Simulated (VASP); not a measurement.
KPrBr4: relaxation of cell and atoms with PBE

The system is KPrBr4.

```
K Pr Br
1.0
     5.15400    0.00000    0.00000
     0.00000    5.15400    0.00000
     0.00000    0.00000    7.81473
K Pr Br
1 1 4
Direct
  0.50000 0.50000 0.50000
  0.00000 0.00000 0.00000
  0.50000 0.00000 0.77613
  0.00000 0.50000 0.22387
  0.50000 0.00000 0.22387
  0.00000 0.50000 0.77613
```

The cell was built from a structure type or drawn by symmetry, and may not be a known phase.

* Program: VASP 6.6.1
* Task: relaxation of cell and atoms
* Functional: PBE
* Potentials or basis: VASP PAW PBE potentials, release 64 (K_sv, Pr_3, Br), 4f in core
* Cutoff: 500 eV
* k mesh: 6 × 6 × 4
* Occupations: gaussian, width 0.02 eV
* Spin: no spin polarisation
* Dipole correction: no
* Mended: yes
* Further INCAR settings: ALGO = Normal; EDIFF = 1e-07; IBRION = 2; EDIFFG = -0.01; NSW = 100; ISIF = 3

- Relaxed volume: 34.86 Å³/atom
- Relaxed cell: a = 5.147 Å, b = 5.147 Å, c = 7.896 Å, α = 90.00°, β = 90.00°, γ = 90.00°
- Space group after relaxing (to 0.1 Å): P4/mmm (No. 123)
- Energy gained by relaxing: 0.5 meV/atom
- Ionic steps: 8
- Pressure after relaxing: 0.0 GPa
- Largest force after relaxing: 0.007 eV/Å
- Band gap on the k mesh: 2.66 eV (least direct gap 2.93 eV)

Forces on the atoms (eV/Å):
```
K    0.000  0.000  0.000
Pr   0.000  0.000  0.000
Br   0.000  0.000 -0.007
Br   0.000  0.000  0.007
Br   0.000  0.000  0.007
Br   0.000  0.000 -0.007
```

The path:
| step | energy change (eV) | largest force (eV/Å) | pressure (GPa) | volume (Å³) |
| --- | --- | --- | --- | --- |
| 1 | 0.0000 | 0.0497 | -0.01 | 207.59 |
| 2 | -0.0007 | 0.0425 | 0.03 | 207.52 |
| 3 | -0.0018 | 0.0203 | 0.13 | 207.32 |
| 4 | -0.0024 | 0.0213 | 0.06 | 207.96 |
| 5 | -0.0027 | 0.0233 | -0.07 | 209.17 |
| 6 | -0.0027 | 0.0229 | -0.05 | 208.95 |
| 7 | -0.0029 | 0.0118 | -0.03 | 209.02 |
| 8 | -0.0029 | 0.0072 | 0.00 | 209.13 |

Final structure:
```yaml
crystal:
  lattice:
    - [5.14655, 0.00000, 0.00000]
    - [0.00000, 5.14655, 0.00000]
    - [0.00000, 0.00000, 7.89569]
  atoms:
    - { symbol: K, position: [0.50000, 0.50000, 0.50000] }
    - { symbol: Pr, position: [0.00000, 0.00000, 0.00000] }
    - { symbol: Br, position: [0.50000, 0.00000, 0.77903] }
    - { symbol: Br, position: [0.00000, 0.50000, 0.22097] }
    - { symbol: Br, position: [0.50000, 0.00000, 0.22097] }
    - { symbol: Br, position: [0.00000, 0.50000, 0.77903] }
```

Levels at points of the mesh, in eV from the valence-band top:
```csv
k point,band 22,band 23,band 24,band 25,band 26,band 27
"(0.00, 0.00, 0.00)",-0.67,-0.67,-0.53,2.66,2.86,3.97
"(0.50, 0.00, 0.00)",-1.36,-1.03,-0.83,2.77,3.42,4.05
"(0.50, 0.50, 0.00)",-0.60,-0.24,0.00,2.93,3.12,3.73
"(0.00, 0.00, 0.50)",-0.69,-0.63,-0.63,2.74,2.87,4.97
"(0.50, 0.00, 0.50)",-1.53,-1.30,-1.16,2.83,3.39,3.92
"(0.50, 0.50, 0.50)",-0.62,-0.19,-0.06,3.02,3.33,3.64
```

Run time: 7.4 min on 1 thread of AMD EPYC 9R45 96-Core Processor (Zen 5) (shared host), peak memory 0.39 GiB.

Caveat: spin-orbit coupling is left out, which moves the levels of the heavy elements; the 4f electrons are frozen in the core, so they carry no moment and show no levels. Spin polarisation is off, so any magnetic state and its effect on volume and gap are missing.
